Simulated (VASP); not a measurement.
# NiO2 (P-3m1) in VASP: notebook

Runs on NiO2. Level: LDA. Tasks: single point.

All numbers are computed with VASP 6.6.1; they aren't measurements. Logs are shortened: lines on timing, memory, paths and dates and some standing lists are left out, and cuts for length are marked.

### Step 1. The cell of the first run

The structure is trigonal, space group P-3m1 (No. 164). Conventional cell: a = 2.653 Å, b = 2.653 Å, c = 4.563 Å, α = 90.00°, β = 90.00°, γ = 120.00°. Ni (site symmetry -3m) has 6 O at 1.74 Å within 2.3 Å. O (site symmetry 3m) has 3 Ni at 1.74 Å and 3 O at 2.27 Å within 2.3 Å.

### Step 2. Single point, LDA (c/a of the conventional cell at fixed volume 1.7203)

INCAR reads:

```
ALGO = Normal ; EDIFF = 1E-6
ENCUT = 600 ; GGA_COMPAT = F
ISIF = 2 ; ISMEAR = 0
LASPH = T ; LCHARG = F
LREAL = F ; LWAVE = F
NBANDS = 22 ; NELM = 120
PREC = Accurate ; SIGMA = 0.05
```

KPOINTS reads:

```
k-points
0
Gamma
  12 12 6
```

POSCAR reads:

```
NiO2
1.0
    2.6525108924      0.0000000000      0.0000000000
   -1.3262554462      2.2971418167      0.0000000000
    0.0000000000      0.0000000000      4.5631144882
Ni O
1 2
Direct
    0.0000000000      0.0000000000      0.5000000000
    0.6666666667      0.3333333333      0.6829609091
    0.3333333333      0.6666666667      0.3170390909
```

Potentials or basis: VASP PAW LDA potentials, release 64 (Ni_sv_GW, O).

Command:

```bash
$ cat potpaw_LDA.64/Ni_sv_GW/POTCAR potpaw_LDA.64/O/POTCAR > POTCAR
$ mpirun -np 1 vasp_std > vasp.out
```

OUTCAR:

```text
EDIFF = 1E-6
   ENCUT = 600
   ISIF = 2
   ISMEAR = 0
   LASPH = T
   LREAL = F
   NELM = 120
   PREC = Accurate

 ion  position               nearest neighbor table
   1  0.000  0.000  0.500-   2 1.74   3 1.74   2 1.74   3 1.74   2 1.74   3 1.74
   2  0.667  0.333  0.683-   1 1.74   1 1.74   1 1.74
   3  0.333  0.667  0.317-   1 1.74   1 1.74   1 1.74

  LATTYP: Found a hexagonal cell.
 ALAT       =     2.6525108924
 C/A-ratio  =     1.7203000000

  Lattice vectors:

 A1 = (   2.6525108924,   0.0000000000,   0.0000000000)
 A2 = (  -1.3262554462,   2.2971418167,   0.0000000000)
 A3 = (   0.0000000000,   0.0000000000,   4.5631144882)

Analysis of symmetry for initial positions (statically):
=====================================================================
 Subroutine PRICEL returns:
 Original cell was already a primitive cell.

 Routine SETGRP: Setting up the symmetry group for a
 hexagonal supercell.

 Subroutine GETGRP returns: Found 12 space group operations
 (whereof 12 operations were pure point group operations)
 out of a pool of 24 trial point group operations.

The static configuration has the point symmetry D_3d.

Analysis of symmetry for dynamics (positions and initial velocities):
=====================================================================
 Subroutine PRICEL returns:
 Original cell was already a primitive cell.

 Routine SETGRP: Setting up the symmetry group for a
 hexagonal supercell.

 Subroutine GETGRP returns: Found 12 space group operations
 (whereof 12 operations were pure point group operations)
 out of a pool of 24 trial point group operations.

The dynamic configuration has the point symmetry D_3d.

 Subroutine INISYM returns: Found 12 space group operations
 (whereof 12 operations are pure point group operations),
 and found     1 'primitive' translations

----------------------------------------------------------------------------------------

                                     Primitive cell

  volume of cell :      27.8039

  direct lattice vectors                    reciprocal lattice vectors
     2.652510892  0.000000000  0.000000000     0.377001279  0.217661790  0.000000000
    -1.326255446  2.297141817  0.000000000     0.000000000  0.435323580  0.000000000
     0.000000000  0.000000000  4.563114488     0.000000000  0.000000000  0.219148567

  length of vectors
     2.652510892  2.652510892  4.563114488     0.435323580  0.435323580  0.219148567

  position of ions in fractional coordinates (direct lattice)
     0.000000000  0.000000000  0.500000000
     0.666666667  0.333333333  0.682960909
     0.333333333  0.666666667  0.317039091

  ion indices of the primitive-cell ions
   primitive index   ion index
                 1           1
                 2           2
                 3           3

----------------------------------------------------------------------------------------

 KPOINTS: k-points

Automatic generation of k-mesh.
 Grid dimensions read from file:
 generate k-points for:   12   12    6

 Generating k-lattice:

  Cartesian coordinates                     Fractional coordinates (reciprocal lattice)
     0.031416773  0.018138483  0.000000000     0.083333333  0.000000000  0.000000000
     0.000000000  0.036276965  0.000000000     0.000000000  0.083333333  0.000000000
     0.000000000  0.000000000  0.036524761     0.000000000  0.000000000  0.166666667

  Length of vectors
     0.036276965  0.036276965  0.036524761

  Shift w.r.t. Gamma in fractional coordinates (k-lattice)
     0.000000000  0.000000000  0.000000000

 Subroutine IBZKPT returns following result:
 ===========================================

 Found    100 irreducible k-points:

 Following reciprocal coordinates:
            Coordinates               Weight
  0.000000  0.000000  0.000000      1.000000
  0.083333 -0.000000  0.000000      6.000000
  0.166667 -0.000000  0.000000      6.000000
  0.250000 -0.000000  0.000000      6.000000
  0.333333  0.000000  0.000000      6.000000
  0.416667 -0.000000  0.000000      6.000000
[... 16 lines left out ...]
  0.166667 -0.000000  0.166667      6.000000
  0.000000  0.166667  0.166667      6.000000
 [... further k-points ...]
   k-points           NKPTS =    100   k-points in BZ     NKDIM =    100   number of bands    NBANDS=     22
   number of dos      NEDOS =    301   number of ions     NIONS =      3
   total plane-waves  NPLWV =  20736
   dimension x,y,z NGX =    24 NGY =   24 NGZ =   36
   dimension x,y,z NGXF=    48 NGYF=   48 NGZF=   72
   ions per type =               1   2
   NGX,Y,Z   is equivalent  to a cutoff of  15.04, 15.04, 13.12 a.u.
   NGXF,Y,Z  is equivalent  to a cutoff of  30.08, 30.08, 26.23 a.u.
 SYSTEM =  unknown system
   PREC   = accura    normal or accurate (medium, high low for compatibility)
   ISTART =      0    job   : 0-new  1-cont  2-samecut
   ICHARG =      2    charge: 1-file 2-atom 10-const
   ISPIN  =      1    spin polarized calculation?
   LNONCOLLINEAR =      F non collinear calculations
   LSORBIT =      F    spin-orbit coupling
   LASPH  =      T    aspherical Exc in radial PAW
   ENCUT  =  600.0 eV  44.10 Ry    6.64 a.u.   5.30  5.30  9.11*2*pi/ulx,y,z
   NELM   =    120;   NELMIN=  2; NELMDL= -5     # of ELM steps
   EDIFF  = 0.1E-05   stopping-criterion for ELM
   LREAL  =      F    real-space projection
   EDIFFG = 0.1E-04   stopping-criterion for IOM
   NSW    =      0    number of steps for IOM
   IBRION =     -1    ionic relax: 0-MD 1-quasi-New 2-CG
   NFREE  =      0    steps in history (QN), initial steepest desc. (CG)
   ISIF   =      2    stress and relaxation
   ISYM   =      2    0-nonsym 1-usesym 2-fastsym
   POTIM  = 0.5000    time-step for ionic-motion
   TEBEG  =    0.0;   TEEND  =   0.0 temperature during run
   PSTRESS=    0.0 pullay stress
   NELECT =      30.0000    total number of electrons
   NUPDOWN=      -1.0000    fix difference up-down
   EMIN   =  10.00;   EMAX   =-10.00  energy-range for DOS
   EFERMI =   0.00;   METHOD = LEGACY
   ISMEAR =     0;   SIGMA  =   0.05  broadening in eV -4-tet -1-fermi 0-gaus
   EFERMI_NEDOS =   21; number of points for ismear=-14 and -15
   IALGO  =     38    algorithm
   IMIX   =      4    mixing-type and parameters
     AMIX     =   0.40;   BMIX     =  1.00
     AMIX_MAG =   1.60;   BMIX_MAG =  1.00
  volume/ion in A,a.u.               =       9.27        62.54
  Fermi-wavevector in a.u.,A,eV,Ry     =   1.679113  3.173063 38.360522  2.819419
  Thomas-Fermi vector in A             =   2.763082
   LORBIT       =      0    0 simple, 1 ext, 2 COOP (PROOUT), +10 PAW based schemes
   GGA     = CA    functional components
   LHFCALC =     F    Hartree Fock is set to
   AEXX    =    0.0000 exact exchange contribution
   IVDW    =     0    specifies the selected vdW correction
   LEPSILON=     F    determine dielectric tensor
   LRPA    =     F    only Hartree local field effects (RPA)
 non-spin polarized calculation
 Gauss-broadening in eV      SIGMA  =   0.05
  energy-cutoff  :      600.00
  volume of cell :       27.80
 maximum number of plane-waves:       942
 NGX is ok and might be reduce to    24
   NGX = 11   NGY = 11   NGZ = 19

 number of electron      29.9999991 magnetization

 Free energy of the ion-electron system (eV)
  ---------------------------------------------------
  ext. energy  EPLUGINS =         0.00000000
  ---------------------------------------------------
  free energy    TOTEN  =       -20.39841994 eV

  energy without entropy =      -20.39841994  energy(sigma->0) =      -20.39841994

 E-fermi :   4.0710     XC(G=0): -12.1052

 val. band max:        3.5405673064   @ k =   0.0833  -0.0000   0.5000
 cond. band min:       4.6840019709   @ k =   0.2500  -0.0000   0.3333
 fundamental gap:      1.1434346644
 Fermi energy:         4.0709666466

 k-point     1 :       0.0000    0.0000    0.0000
  band No.  band energies     occupation
      1    -100.3994      2.00000
      2     -61.5124      2.00000
      3     -61.5124      2.00000
      4     -61.0954      2.00000
      5     -18.1062      2.00000
      6     -14.1854      2.00000
[... 14 lines left out ...]
     21      24.3963      0.00000
     22      24.3963      0.00000

 k-point     2 :       0.0833   -0.0000    0.0000
  band No.  band energies     occupation
      1    -100.3992      2.00000
      2     -61.5209      2.00000
      3     -61.5147      2.00000
      4     -61.0946      2.00000
      5     -17.9786      2.00000
      6     -14.2212      2.00000
[... 14 lines left out ...]
     21      23.5534      0.00000
     22      24.7223      0.00000

 k-point     3 :       0.1667   -0.0000    0.0000
  band No.  band energies     occupation
      1    -100.3972      2.00000
      2     -61.5418      2.00000
      3     -61.5198      2.00000
      4     -61.0918      2.00000
      5     -17.6127      2.00000
      6     -14.3247      2.00000
[... 14 lines left out ...]
     21      22.0158      0.00000
     22      24.2813      0.00000

 k-point     4 :       0.2500   -0.0000    0.0000
  band No.  band energies     occupation
      1    -100.3938      2.00000
      2     -61.5693      2.00000
      3     -61.5262      2.00000
      4     -61.0875      2.00000
      5     -17.0596      2.00000
      6     -14.4843      2.00000
[... 14 lines left out ...]
     21      20.6439      0.00000
     22      23.0325      0.00000

 k-point     5 :       0.3333    0.0000    0.0000
  band No.  band energies     occupation
      1    -100.3909      2.00000
      2     -61.5978      2.00000
      3     -61.5329      2.00000
      4     -61.0833      2.00000
      5     -16.4091      2.00000
      6     -14.6874      2.00000
[... 417 lines left out ...]
 k-point    22 :       0.0000    0.0833    0.1667
  band No.  band energies     occupation
      1    -100.3993      2.00000
      2     -61.5208      2.00000
      3     -61.5148      2.00000
      4     -61.0948      2.00000
      5     -17.9629      2.00000
      6     -14.2595      2.00000
[... 14 lines left out ...]
     21      23.5757      0.00000
     22      24.7360      0.00000

 k-point    23 :       0.1667   -0.0000    0.1667
  band No.  band energies     occupation
      1    -100.3973      2.00000
      2     -61.5417      2.00000
      3     -61.5198      2.00000
      4     -61.0918      2.00000
      5     -17.5981      2.00000
      6     -14.3547      2.00000
[... 14 lines left out ...]
     21      22.1039      0.00000
     22      24.6224      0.00000

 k-point    24 :       0.0000    0.1667    0.1667
  band No.  band energies     occupation
      1    -100.3973      2.00000
      2     -61.5417      2.00000
      3     -61.5198      2.00000
      4     -61.0918      2.00000
      5     -17.5970      2.00000
      6     -14.3576      2.00000
[... 14 lines left out ...]
     21      22.0463      0.00000
     22      24.2490      0.00000

 [... further k-points ...]
[... 5 lines left out ...]
  --------------------------------------------------------------------------------------
  -------------------------------------------------------------------------------------
  Total        9.0174757      9.0174757      5.7014540      0.0000000      0.0000000     -0.0000000
  in kB      519.6240158    519.6240158    328.5412171      0.0000000      0.0000000     -0.0000000
  external PRESSURE =     455.9297495 kB  Pullay stress =       0.0000000 kB

 VOLUME and BASIS-vectors are now :
 -----------------------------------------------------------------------------
  energy-cutoff  :      600.00
  volume of cell :       27.80
      direct lattice vectors                 reciprocal lattice vectors
     2.652510892  0.000000000  0.000000000     0.377001279  0.217661790  0.000000000
    -1.326255446  2.297141817  0.000000000     0.000000000  0.435323580  0.000000000
     0.000000000  0.000000000  4.563114488     0.000000000  0.000000000  0.219148567

 POSITION                                       TOTAL-FORCE (eV/Angst)
 -----------------------------------------------------------------------------------
      0.00000      0.00000      2.28156         0.000000      0.000000      0.000000
      1.32626      0.76571      3.11643        -0.000000      0.000000      3.757660
     -0.00000      1.53143      1.44669         0.000000     -0.000000     -3.757660
 -----------------------------------------------------------------------------------
    total drift:                                0.000000      0.000000      0.000000

  FREE ENERGIE OF THE ION-ELECTRON SYSTEM (eV)
  ---------------------------------------------------
  free  energy   TOTEN  =       -20.3984199351 eV

  energy  without entropy=      -20.3984199351  energy(sigma->0) =      -20.39841994
```

Run time: 45 s. Hardware: 1 thread of Intel Xeon Platinum 8559C (Emerald Rapids), shared host; peak memory 0.21 GiB.

What came out:

- Free energy: -20.3984 eV
- Pressure: 45.6 GPa
- Largest force: 3.758 eV/Å
- Band gap on the k mesh: 1.14 eV, indirect (least direct gap 1.62 eV)

Forces in eV/Å, atoms in the order of the input:
```
Ni   0.000  0.000  0.000
O    0.000  0.000  3.758
O    0.000  0.000 -3.758
```

Levels at points of the mesh, in eV from the valence-band top:
```tsv
k point	band 13	band 14	band 15	band 16	band 17	band 18
(0.00, 0.00, 0.00)	-1.72	-1.66	-0.40	2.74	2.74	8.15
(0.50, 0.00, 0.00)	-2.53	-2.31	-1.31	1.83	2.63	13.02
(0.00, 0.00, 0.50)	-1.74	-1.74	-0.01	2.77	2.77	9.75
(0.50, 0.00, 0.50)	-2.33	-2.18	-1.44	1.84	2.57	11.71
```

Caveat: forces of over 1 eV/Å act on the atoms, so gaps and moduli don't describe the material at rest. Spin polarisation is off, so any magnetic state and its effect on volume and gap are missing.

(Continued in part 2 of 2.)
